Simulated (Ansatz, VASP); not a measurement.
# One calculation of CoSi2, two programs

Contents of INCAR:

```
SYSTEM = CoSi2
  ALGO = Normal
  EDIFF = 1E-6
  ENCUT = 520
  GGA = PS
  ISIF = 2
  ISMEAR = 0
  LASPH = .TRUE.
  LCHARG = .FALSE.
  LREAL = .FALSE.
  LWAVE = .FALSE.
  NBANDS = 16
  NELM = 80
  PREC = Accurate
  SIGMA = 0.15
```

The input KPOINTS:

```
k-points
0
G
  16 16 16
  0 0 0
```

POSCAR

```
CoSi2
1.0
    0.0000000000      2.7060587340      2.7060587340
    2.6562539720      0.0498047620      2.6562539720
    2.6562539720      2.6562539720      0.0498047620
Co Si
1 2
Direct
    0.0000000000      0.0000000000      0.0000000000
    0.2500000000      0.2500000000      0.2500000000
    0.7500000000      0.7500000000      0.7500000000
```

Input for Ansatz:

```yaml
crystal:
  lattice:
    - [0.0, 2.706058734, 2.706058734]
    - [2.656253972, 0.049804762, 2.656253972]
    - [2.656253972, 2.656253972, 0.049804762]
  atoms:
    - { symbol: Co, position: [0.0, 0.0, 0.0] }
    - { symbol: Si, position: [0.25, 0.25, 0.25] }
    - { symbol: Si, position: [0.75, 0.75, 0.75] }
basis:
  ecutwfc: 420
kpoints:
  mp_grid: { grid: [16, 16, 16] }
hamiltonian:
  xc: pbesol
scf:
  occupations: { method: gaussian, width: 0.15 }
output:
  forces: true
  stress: true
  eigenvalues: true
  write_density: true
  write_potential: true
  elf: true
  volumetric_format: npy
```

Change from the starting cell: strain +0.0375 x Voigt [0, 0, 0, 1, 0, 0], atoms carried along.

Alike in both runs: task single point; functional PBEsol; k mesh 16 × 16 × 16; occupations gaussian, width 0.15 eV; no spin polarisation.

|  | VASP | Ansatz |
| --- | --- | --- |
| version | VASP 6.6.1 | Ansatz 0.2.0 |
| potentials or method | VASP PAW PBE potentials, release 64 (Co, Si), cutoff 520 eV | scalar-relativistic, plane waves, PAW |
| valence electrons in the cell | 17 | 25 |

```tsv
	VASP	Ansatz	Ansatz less VASP
gap on the k mesh at the Fermi level (eV)	none	none	-
pressure (GPa)	0.3	0.3	-0.04
traceless stress, the component that is largest in VASP (GPa)	-5.95	-5.94	+0.012
rms of the force components (eV/Å)	0.169	0.168	-0.0013
```

VASP's potentials were made for PBE, not for PBEsol. Atom by atom the forces differ by 0.001 eV/Å (rms over components). A gap of «none» marks a metal or a gap that the smearing closes. With one functional, cell and mesh, what is left measures potentials, basis and numerics. VASP's potentials hold 17 valence electrons a cell and Ansatz's 25, so a difference there can come from the potentials and not from the codes.
